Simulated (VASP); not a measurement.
# HPbNO4 (P1) in VASP: a series of runs

HPbNO4 is run at these levels: RPBE, PBE; tasks: single point.

Program: VASP 6.6.1. These are calculated values, not measurements. Logs are shortened: lines on timing, memory, paths and dates and some standing lists are left out, and cuts for length are marked.

## Step 1: The cell of the first run

The typed cell holds 7 atoms: a = 3.857 Å, b = 4.338 Å, c = 5.984 Å, α = 81.87°, β = 83.26°, γ = 87.68°.

## Step 2: Single point, RPBE

INCAR reads:

```
SYSTEM = HPbNO4
ALGO = Normal
EDIFF = 1E-6
ENCUT = 520
GGA = RP
ISIF = 2
ISMEAR = -1
LASPH = .TRUE.
LCHARG = .TRUE.
LELF = .TRUE.
LREAL = .FALSE.
LVHAR = .TRUE.
LWAVE = .FALSE.
NBANDS = 31
NELM = 100
PREC = Accurate
SIGMA = 0.05
```

KPOINTS reads:

```
k-points
0
G
  5 4 4
  0 0 0
```

POSCAR reads:

```
HPbNO4
1.0
    3.8570700000      0.0017800000     -0.0365800000
    0.1735300000      4.3343600000     -0.0164700000
    0.7580300000      0.8387300000      5.8766200000
H Pb N O
1 1 1 4
Direct
    0.6151100000      0.8955900000      0.1984400000
    0.6459700000      0.4465100000      0.9168500000
    0.7147400000      0.2381000000      0.5005800000
    0.1695800000      0.4700700000      0.7776800000
    0.6291900000      0.9704500000      0.4984500000
    0.5642400000      0.9258300000      0.0384900000
    0.7802200000      0.4225000000      0.3195100000
```

Potentials or basis: VASP PAW PBE potentials, release 64 (H, Pb_d, N, O).

Command:

```
$ cat potpaw_PBE.64/H/POTCAR potpaw_PBE.64/Pb_d/POTCAR potpaw_PBE.64/N/POTCAR potpaw_PBE.64/O/POTCAR > POTCAR
$ mpirun -np 1 vasp_std > vasp.out
```

OUTCAR:

```text
SYSTEM = HPbNO4
   EDIFF = 1E-6
   ENCUT = 520
   GGA = RP
   ISIF = 2
   ISMEAR = -1
   LASPH = .TRUE.
   LREAL = .FALSE.
   NELM = 100
   PREC = Accurate

 ion  position               nearest neighbor table
   1  0.615  0.896  0.198-   6 0.99
   2  0.646  0.447  0.917-   4 2.09   4 2.10   6 2.30   6 2.30   7 2.51   3 2.75
   3  0.715  0.238  0.501-   5 1.22   7 1.26   2 2.75
   4  0.170  0.470  0.778-   2 2.09   2 2.10
   5  0.629  0.970  0.498-   3 1.22
   6  0.564  0.926  0.038-   1 0.99   2 2.30   2 2.30
   7  0.780  0.422  0.320-   3 1.26   2 2.51

  LATTYP: Found a triclinic cell.
 ALAT       =     9.0022731292
 B/A-ratio  =     1.1034313029
 C/A-ratio  =     0.8320978899
 COS(alpha) =     0.0134657135
 COS(beta)  =     0.5861289562
 COS(gamma) =     0.8046043717

  Lattice vectors:

 A1 = (  -7.8876700000,  -4.3379200000,   0.0896300000)
 A2 = (  -7.1296400000,  -3.4991900000,   5.9662500000)
 A3 = (  -4.6151000000,  -0.8405100000,  -5.8400400000)

Analysis of symmetry for initial positions (statically):
=====================================================================
 Subroutine PRICEL returns:
 Original cell was already a primitive cell.

 Routine SETGRP: Setting up the symmetry group for a
 triclinic supercell.

 Subroutine GETGRP returns: Found  1 space group operations
 (whereof  1 operations were pure point group operations)
 out of a pool of  2 trial point group operations.

The static configuration has the point symmetry C_1 .

Analysis of symmetry for dynamics (positions and initial velocities):
=====================================================================
 Subroutine PRICEL returns:
 Original cell was already a primitive cell.

 Routine SETGRP: Setting up the symmetry group for a
 triclinic supercell.

 Subroutine GETGRP returns: Found  1 space group operations
 (whereof  1 operations were pure point group operations)
 out of a pool of  2 trial point group operations.

The dynamic configuration has the point symmetry C_1 .

 Subroutine INISYM returns: Found  1 space group operations
 (whereof  1 operations are pure point group operations),
 and found     1 'primitive' translations

----------------------------------------------------------------------------------------

                                     Primitive cell

  volume of cell :      98.4112

  direct lattice vectors                    reciprocal lattice vectors
     3.857070000  0.001780000 -0.036580000     0.258966393 -0.010489196 -0.031907234
     0.173530000  4.334360000 -0.016470000    -0.000418053  0.230606447 -0.032858965
     0.758030000  0.838730000  5.876620000     0.001610808  0.000581013  0.169875140

  length of vectors
     3.857243867  4.337863591  5.984374664     0.261135381  0.232936085  0.169883771

  position of ions in fractional coordinates (direct lattice)
     0.615110000  0.895590000  0.198440000
     0.645970000  0.446510000  0.916850000
     0.714740000  0.238100000  0.500580000
     0.169580000  0.470070000  0.777680000
     0.629190000  0.970450000  0.498450000
     0.564240000  0.925830000  0.038490000
     0.780220000  0.422500000  0.319510000

  ion indices of the primitive-cell ions
   primitive index   ion index
                 1           1
                 2           2
                 3           3
                 4           4
                 5           5
                 6           6
                 7           7

----------------------------------------------------------------------------------------

 KPOINTS: k-points

Automatic generation of k-mesh.
 Grid dimensions read from file:
 generate k-points for:    5    4    4

 Generating k-lattice:

  Cartesian coordinates                     Fractional coordinates (reciprocal lattice)
     0.051793279 -0.002097839 -0.006381447     0.200000000 -0.000000000 -0.000000000
    -0.000104513  0.057651612 -0.008214741     0.000000000  0.250000000  0.000000000
     0.000402702  0.000145253  0.042468785    -0.000000000 -0.000000000  0.250000000

  Length of vectors
     0.052227076  0.058234021  0.042470943

  Shift w.r.t. Gamma in fractional coordinates (k-lattice)
     0.000000000  0.000000000  0.000000000

 Subroutine IBZKPT returns following result:
 ===========================================

 Found     42 irreducible k-points:

 Following reciprocal coordinates:
            Coordinates               Weight
  0.000000  0.000000  0.000000      1.000000
  0.200000 -0.000000  0.000000      2.000000
  0.400000 -0.000000 -0.000000      2.000000
 -0.000000  0.250000 -0.000000      2.000000
  0.200000  0.250000 -0.000000      2.000000
  0.400000  0.250000 -0.000000      2.000000
[... 16 lines left out ...]
  0.200000  0.500000  0.250000      2.000000
  0.400000  0.500000  0.250000      2.000000
 [... further k-points ...]
   k-points           NKPTS =     42   k-points in BZ     NKDIM =     42   number of bands    NBANDS=     31
[... 25 lines left out ...]
   POTIM  = 0.5000    time-step for ionic-motion
   TEBEG  =    0.0;   TEEND  =   0.0 temperature during run
   PSTRESS=    0.0 pullay stress
   NELECT =      44.0000    total number of electrons
   NUPDOWN=      -1.0000    fix difference up-down
   EMIN   =  10.00;   EMAX   =-10.00  energy-range for DOS
   EFERMI =   0.00;   METHOD = LEGACY
   ISMEAR =    -1;   SIGMA  =   0.05  broadening in eV -4-tet -1-fermi 0-gaus
   EFERMI_NEDOS =   21; number of points for ismear=-14 and -15
   IALGO  =     38    algorithm
   IMIX   =      4    mixing-type and parameters
     AMIX     =   0.40;   BMIX     =  1.00
     AMIX_MAG =   1.60;   BMIX_MAG =  1.00
  volume/ion in A,a.u.               =      14.06        94.87
  Fermi-wavevector in a.u.,A,eV,Ry     =   1.251827  2.365609 21.321279  1.567070
  Thomas-Fermi vector in A             =   2.385756
   LORBIT       =      0    0 simple, 1 ext, 2 COOP (PROOUT), +10 PAW based schemes
   GGA     = RP    functional components
   LHFCALC =     F    Hartree Fock is set to
   AEXX    =    0.0000 exact exchange contribution
   IVDW    =     0    specifies the selected vdW correction
   LEPSILON=     F    determine dielectric tensor
   LRPA    =     F    only Hartree local field effects (RPA)
 non-spin polarized calculation
  energy-cutoff  :      520.00
  volume of cell :       98.41
 maximum number of plane-waves:      2666
 NGX is ok and might be reduce to    30
   NGX = 15   NGY = 17   NGZ = 23

 number of electron      43.9999991 magnetization

 Free energy of the ion-electron system (eV)
  ---------------------------------------------------
  ext. energy  EPLUGINS =         0.00000000
  ---------------------------------------------------
  free energy    TOTEN  =       -36.77576053 eV

  energy without entropy =      -36.77366461  energy(sigma->0) =      -36.77471257

 E-fermi :   1.1343     XC(G=0):  -8.4400

 val. band max:        0.9383453569   @ k =   0.4000   0.2500  -0.0000
 cond. band min:       1.2020657641   @ k =   0.0000   0.0000   0.5000
 fundamental gap:      0.2637204072
 Fermi energy:         1.1342830156

 k-point     1 :       0.0000    0.0000    0.0000
  band No.  band energies     occupation
      1     -23.9588      2.00000
      2     -19.6008      2.00000
      3     -17.6525      2.00000
      4     -17.1486      2.00000
      5     -14.9876      2.00000
      6     -14.8942      2.00000
[... 23 lines left out ...]
     30      12.5030      0.00000
     31      12.7433      0.00000

 k-point     2 :       0.2000   -0.0000    0.0000
  band No.  band energies     occupation
      1     -23.9529      2.00000
      2     -19.5988      2.00000
      3     -17.6433      2.00000
      4     -16.9788      2.00000
      5     -14.9852      2.00000
      6     -14.8921      2.00000
[... 23 lines left out ...]
     30      12.0591      0.00000
     31      12.9031      0.00000

 k-point     3 :       0.4000   -0.0000   -0.0000
  band No.  band energies     occupation
      1     -23.9432      2.00000
      2     -19.5954      2.00000
      3     -17.6290      2.00000
      4     -16.6961      2.00000
      5     -14.9028      2.00000
      6     -14.8878      2.00000
[... 703 lines left out ...]
     30      12.1275      0.00000
     31      12.6707      0.00000

 k-point    24 :       0.4000    0.5000    0.2500
  band No.  band energies     occupation
      1     -23.9016      2.00000
      2     -19.6989      2.00000
      3     -17.4340      2.00000
      4     -16.6943      2.00000
      5     -14.9436      2.00000
      6     -14.8859      2.00000
[... 23 lines left out ...]
     30      12.3033      0.00000
     31      12.5199      0.00000

 [... further k-points ...]

------------------------ aborting loop because EDIFF is reached ----------------------------------------

  FORCE on cell =-STRESS in cart. coord.  units (eV):
  Direction    XX          YY          ZZ          XY          YZ          ZX
  --------------------------------------------------------------------------------------
  -------------------------------------------------------------------------------------
  Total        1.3491829      2.8151918      2.0212115      0.4082766     -0.3734397     -0.0393129
  in kB       21.9652811     45.8325393     32.9061965      6.6469195     -6.0797590     -0.6400318
  external PRESSURE =      33.5680056 kB  Pullay stress =       0.0000000 kB

 VOLUME and BASIS-vectors are now :
 -----------------------------------------------------------------------------
  energy-cutoff  :      520.00
  volume of cell :       98.41
      direct lattice vectors                 reciprocal lattice vectors
     3.857070000  0.001780000 -0.036580000     0.258966393 -0.010489196 -0.031907234
     0.173530000  4.334360000 -0.016470000    -0.000418053  0.230606447 -0.032858965
     0.758030000  0.838730000  5.876620000     0.001610808  0.000581013  0.169875140

 POSITION                                       TOTAL-FORCE (eV/Angst)
 -----------------------------------------------------------------------------------
      2.67836      4.04934      1.12891        -0.023115     -0.005717     -0.043003
      3.26403      2.70547      5.35700         0.002315      0.003485      0.027867
      3.17757      1.45313      2.91165         0.216647      0.473295      0.516122
      1.32516      2.69002      4.55618        -0.012891      0.025522     -0.073991
      2.97307      4.62546      2.89020        -0.300600     -0.876384      0.055565
      2.36615      4.04617      0.19030        -0.027357      0.013407      0.076493
      3.32488      2.10064      1.84214         0.145001      0.366392     -0.559054
 -----------------------------------------------------------------------------------
    total drift:                                0.000762      0.001425     -0.002184

  FREE ENERGIE OF THE ION-ELECTRON SYSTEM (eV)
  ---------------------------------------------------
  free  energy   TOTEN  =       -36.7757605303 eV

  energy  without entropy=      -36.7736646079  energy(sigma->0) =      -36.77471257
```

Run time: 61 s. Hardware: 1 thread of Intel Xeon 6975P-C (Granite Rapids), shared host; peak memory 0.28 GiB.

What came out:

| Item | Value |
| --- | --- |
| Free energy | -36.7758 eV |
| Pressure | 3.4 GPa |
| Largest force | 0.928 eV/Å |
| Band gap on the k mesh | 0.26 eV (least direct gap 0.45 eV) |

Forces on the atoms (eV/Å):
```
H   -0.023 -0.006 -0.043
Pb   0.002  0.003  0.028
N    0.217  0.473  0.516
O   -0.013  0.026 -0.074
O   -0.301 -0.876  0.056
O   -0.027  0.013  0.076
O    0.145  0.366 -0.559
```

Caveat: the standard files for N, O and F lose accuracy on very short bonds; the cell stands under pressure; the PAW data sets were made with another functional, which shifts forces and pressure a little; spin-orbit coupling is left out, which moves the levels of the heavy elements; an odd mesh through Γ misses points on the zone boundary, where band edges can lie.

## Step 3: Single point, PBE

INCAR reads:

```
PREC = Accurate
ENCUT = 520
EDIFF = 1E-6
ISMEAR = -1
SIGMA = 0.05
LREAL = False
LASPH = True
NELM = 80
ALGO = Normal
ISIF = 2
LWAVE = False
LCHARG = True
GGA = PE
LELF = True
LVHAR = True
NBANDS = 31
```

KPOINTS reads:

```
Automatic mesh
0
Gamma
  3 3 2
```

POSCAR reads:

```
HPbNO4
1.0
    3.8570700000      0.0017800000     -0.0365800000
    0.1735300000      4.3343600000     -0.0164700000
    0.7580300000      0.8387300000      5.8766200000
H Pb N O
1 1 1 4
Direct
    0.6015057618      0.8821800907      0.2034542963
    0.6469638119      0.4459745682      0.9166264175
    0.7134173728      0.2403703014      0.4986976708
    0.1662993127      0.4766057365      0.7778392895
    0.6263714699      0.9723705942      0.5010275655
    0.5636618460      0.9253945711      0.0366094794
    0.7760412134      0.4202705871      0.3228805749
```

Potentials or basis: VASP PAW PBE potentials, release 64 (H, Pb_d, N, O).

Command:

```
$ cat potpaw_PBE.64/H/POTCAR potpaw_PBE.64/Pb_d/POTCAR potpaw_PBE.64/N/POTCAR potpaw_PBE.64/O/POTCAR > POTCAR
$ mpirun -np 1 vasp_std > vasp.out
```

It took 78 s on 1 thread of Intel Xeon 8259CL, shared host; peak memory 0.22 GiB.

Results (log left out):

* Free energy: -38.6047 eV
* Pressure: 1.8 GPa
* Largest force: 2.156 eV/Å
* Band gap on the k mesh: 0.28 eV (least direct gap 0.47 eV)

Forces on the atoms (eV/Å):
```
H   -0.201  0.268 -0.908
Pb  -0.234 -0.012 -0.190
N    0.002 -0.219  1.874
O    0.225 -0.064  0.009
O   -0.293 -0.935 -0.023
O    0.220 -0.182  1.043
O    0.282  1.144 -1.806
```

Stress tensor (GPa, compression positive):
```
 0.79  0.96 -1.03
 0.96  2.81 -1.58
-1.03 -1.58  1.90
```

Levels at points of the mesh, in eV from the valence-band top:
```
           k point  band 18  band 19  band 20  band 21  band 22  band 23  band 24  band 25  band 26  band 27
(0.00, 0.00, 0.00)    -2.37    -1.70    -1.09    -0.93    -0.59     1.23     2.98     5.21     6.95     8.88
(0.00, 0.00, 0.50)    -2.43    -1.93    -1.11    -0.95    -0.19     0.28     3.07     5.69     7.80     8.62
```

Caveat: the k points lie up to 0.55 Å⁻¹ apart; the standard files for N, O and F lose accuracy on very short bonds; spin-orbit coupling is left out, which moves the levels of the heavy elements; an odd mesh through Γ misses points on the zone boundary, where band edges can lie; forces of over 1 eV/Å act on the atoms, so gaps and moduli don't describe the material at rest.

## Step 4: Single point, PBE

INCAR reads:

```
  PREC = Accurate
  ENCUT = 520
  EDIFF = 1E-7
  ISMEAR = -1
  SIGMA = 0.05
  LREAL = F
  LASPH = T
  NELM = 100
  ALGO = Normal
  ISIF = 2
  LWAVE = F
  LCHARG = F
  GGA = PE
  NBANDS = 31
```

KPOINTS reads:

```
regular mesh
0
Gamma
  3 3 2
```

POSCAR reads:

```
HPbNO4
1.0
    3.8570700000      0.0017800000     -0.0365800000
    0.1735300000      4.3343600000     -0.0164700000
    0.7580300000      0.8387300000      5.8766200000
H Pb N O
1 1 1 4
Direct
    0.5857110222      0.8779600992      0.1949582093
    0.6479274334      0.4454406685      0.9163848595
    0.7115290685      0.2413523793      0.4987569057
    0.1634380651      0.4830267104      0.7780435036
    0.6234131884      0.9737784024      0.5035221921
    0.5632136170      0.9244969541      0.0357145466
    0.7724779783      0.4196605369      0.3246898819
```

Command:

```
$ cat potpaw_PBE.64/H/POTCAR potpaw_PBE.64/Pb_d/POTCAR potpaw_PBE.64/N/POTCAR potpaw_PBE.64/O/POTCAR > POTCAR
$ mpirun -np 1 vasp_std > vasp.out
```

Run time: 74 s. Hardware: 1 thread of Intel Xeon 8259CL, shared host; peak memory 0.22 GiB.

It converged, with:

* Free energy: -38.5449 eV
* Pressure: 3.9 GPa
* Largest force: 2.974 eV/Å
* Band gap on the k mesh: 0.25 eV (least direct gap 0.49 eV)

Forces on the atoms (eV/Å):
```
H    0.375  0.216  1.349
Pb  -0.450 -0.034 -0.231
N   -0.037 -0.495  2.554
O    0.447 -0.112  0.003
O   -0.359 -1.086 -0.006
O   -0.344 -0.078 -1.182
O    0.367  1.590 -2.487
```

Stress tensor (GPa, compression positive):
```
 1.27  1.21 -0.61
 1.21  3.90 -2.20
-0.61 -2.20  6.67
```

Levels at points of the mesh, in eV from the valence-band top:
```tsv
k point	band 19	band 20	band 21	band 22	band 23	band 24	band 25	band 26
(0.00, 0.00, 0.00)	-1.80	-1.20	-0.99	-0.62	1.19	2.98	5.12	6.93
(0.00, 0.00, 0.50)	-2.02	-1.21	-1.04	-0.24	0.25	3.06	5.61	7.78
```

Caveat: the k points lie up to 0.55 Å⁻¹ apart; the standard files for N, O and F lose accuracy on very short bonds; spin-orbit coupling is left out, which moves the levels of the heavy elements; an odd mesh through Γ misses points on the zone boundary, where band edges can lie; forces of over 1 eV/Å act on the atoms, so gaps and moduli don't describe the material at rest.

## Step 5: Single point, PBE

INCAR reads:

```
SYSTEM = HPbNO4
PREC = Accurate
ENCUT = 520
EDIFF = 1E-6
ISMEAR = -1
SIGMA = 0.05
LREAL = .FALSE.
LASPH = .TRUE.
NELM = 60
ALGO = Normal
ISIF = 2
LWAVE = .FALSE.
LCHARG = .TRUE.
GGA = PE
LELF = .TRUE.
LVHAR = .TRUE.
NBANDS = 31
```

KPOINTS reads:

```
regular mesh
0
G
  3 3 2
  0 0 0
```

POSCAR reads:

```
HPbNO4
1.0
    3.8570700000      0.0017800000     -0.0365800000
    0.1735300000      4.3343600000     -0.0164700000
    0.7580300000      0.8387300000      5.8766200000
H Pb N O
1 1 1 4
Direct
    0.5755872135      0.8774563955      0.1997860483
    0.6487061227      0.4449828687      0.9161605715
    0.7093025752      0.2407411737      0.5010164508
    0.1616394305      0.4883788329      0.7782475930
    0.6206807416      0.9743673064      0.5055828573
    0.5626193152      0.9236901378      0.0343244571
    0.7701057447      0.4210210125      0.3244376332
```

Command:

```
$ cat potpaw_PBE.64/H/POTCAR potpaw_PBE.64/Pb_d/POTCAR potpaw_PBE.64/N/POTCAR potpaw_PBE.64/O/POTCAR > POTCAR
$ mpirun -np 1 vasp_std > vasp.out
```

Wall time 73 s (1 thread of Intel Xeon 8259CL, shared host); peak memory 0.22 GiB.

Results (log left out):

```
Free energy            : -38.5881 eV
Pressure               : 2.6 GPa
Largest force          : 2.023 eV/Å
Band gap on the k mesh : 0.25 eV (least direct gap 0.46 eV)
```

Forces in eV/Å, atoms in the order of the input:
```
H    0.120  0.293 -0.013
Pb  -0.575 -0.052 -0.141
N    0.118  0.166  1.763
O    0.587 -0.136 -0.013
O   -0.420 -1.233 -0.058
O   -0.077 -0.092  0.170
O    0.247  1.053 -1.709
```

Stress tensor (GPa, compression positive):
```
 1.20  1.23 -1.08
 1.23  3.53 -1.22
-1.08 -1.22  3.14
```

Levels at points of the mesh, in eV from the valence-band top:
```csv
k point,band 20,band 21,band 22,band 23,band 24,band 25
"(0.00, 0.00, 0.00)",-1.13,-0.95,-0.57,1.20,2.96,5.19
"(0.00, 0.00, 0.50)",-1.13,-1.03,-0.21,0.25,3.04,5.68
```

Caveat: the k points lie up to 0.55 Å⁻¹ apart; the standard files for N, O and F lose accuracy on very short bonds; spin-orbit coupling is left out, which moves the levels of the heavy elements; an odd mesh through Γ misses points on the zone boundary, where band edges can lie; forces of over 1 eV/Å act on the atoms, so gaps and moduli don't describe the material at rest.

## Step 6: The runs side by side

```csv
level,cell,k mesh,gap on the mesh (eV),pressure (GPa),largest force (eV/Å)
RPBE,"as given, atomic positions A",5 × 4 × 4,0.26,3.4,0.93
PBE,"as given, atomic positions B",3 × 3 × 2,0.28,1.8,2.16
PBE,"as given, atomic positions C",3 × 3 × 2,0.25,3.9,2.97
PBE,"as given, atomic positions D",3 × 3 × 2,0.25,2.6,2.02
```

Alike in all rows: task single point; potentials or basis VASP PAW PBE potentials, release 64 (H, Pb_d, N, O); no spin polarisation; cutoff (eV) 520; smearing fermi-dirac 0.05 eV.

Caveats: some runs use coarse meshes; the standard files for N, O and F lose accuracy on very short bonds; spin-orbit coupling is left out, which moves the levels of the heavy elements; an odd mesh through Γ misses points on the zone boundary, where band edges can lie; forces of over 1 eV/Å act on the atoms, so gaps and moduli don't describe the material at rest (at least some runs); the cell stands under pressure (at least some runs); the PAW data sets were made with another functional, which shifts forces and pressure a little (at least some runs).

Absolute energies hang on the potentials; compare differences alone.
